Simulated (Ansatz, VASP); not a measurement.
As: VASP beside Ansatz

INCAR

```
PREC = Accurate
ENCUT = 600
EDIFF = 1E-6
ISMEAR = 0
SIGMA = 0.1
LREAL = False
LASPH = True
NELM = 100
ALGO = Normal
ISIF = 3
LWAVE = False
LCHARG = False
GGA = PS
IBRION = 2
NSW = 90
EDIFFG = -0.04
```

File KPOINTS:

```
Automatic mesh
0
Gamma
  6 6 4
```

The input POSCAR:

```
As
1.0
    3.1304444090      0.0000000000      0.0000000000
   -1.5652222045      2.7110443833      0.0000000000
    0.0000000000      0.0000000000      5.0808770626
As
2
Direct
    0.3333333333      0.6666666667      0.2500000000
    0.6666666667      0.3333333333      0.7500000000
```

Input for Ansatz:

```yaml
crystal:
  lattice:
    - [3.130444409, 0.0, 0.0]
    - [-1.5652222045, 2.7110443833, 0.0]
    - [0.0, 0.0, 5.0808770626]
  atoms:
    - { symbol: As, position: [0.3333333333, 0.6666666667, 0.25] }
    - { symbol: As, position: [0.6666666667, 0.3333333333, 0.75] }
basis:
  ecutwfc: 420
kpoints:
  mp_grid: { grid: [6, 6, 4] }
hamiltonian:
  xc: pbesol
scf:
  occupations: { method: gaussian, width: 0.1 }
  lower_state_search: "off"
output:
  forces: true
  stress: true
  eigenvalues: true
relax:
  adjacent_minimum: "off"
  f_tol: 0.04
  max_steps: 70
  cell: { stress_tol: 0.4 }
```

Alike in both runs: task relaxation of cell and atoms; functional PBEsol; k mesh 6 × 6 × 4; occupations gaussian, width 0.1 eV; no spin polarisation.

|  | VASP | Ansatz |
| --- | --- | --- |
| version | VASP 6.6.1 | Ansatz 0.2.0 |
| potentials or method | VASP PAW PBE potentials, release 64 (As), cutoff 600 eV | scalar-relativistic, plane waves, PAW |
| valence electrons in the cell | 10 | 30 |

Ansatz gave:

* gap on the k mesh at the Fermi level, each at its own relaxed structure (eV): none
* relaxed volume (Å³/atom): 18.30
* relaxed cell length with the largest relative difference (Å): 4.948

Question: Estimate VASP's values.

Answer: gap on the k mesh at the Fermi level, each at its own relaxed structure (eV): none; relaxed volume (Å³/atom): 18.30; relaxed cell length with the largest relative difference (Å): 4.949.

VASP's potentials were made for PBE, not for PBEsol. A gap of «none» marks a metal or a gap that the smearing closes. VASP's potentials hold 10 valence electrons a cell and Ansatz's 30, so a difference there can come from the potentials and not from the codes.

The k mesh is coarse, so the values compare programs but aren't converged. Noted on VASP's run: the volume moved by over 15 % at a fixed basis, so the end points are rough.
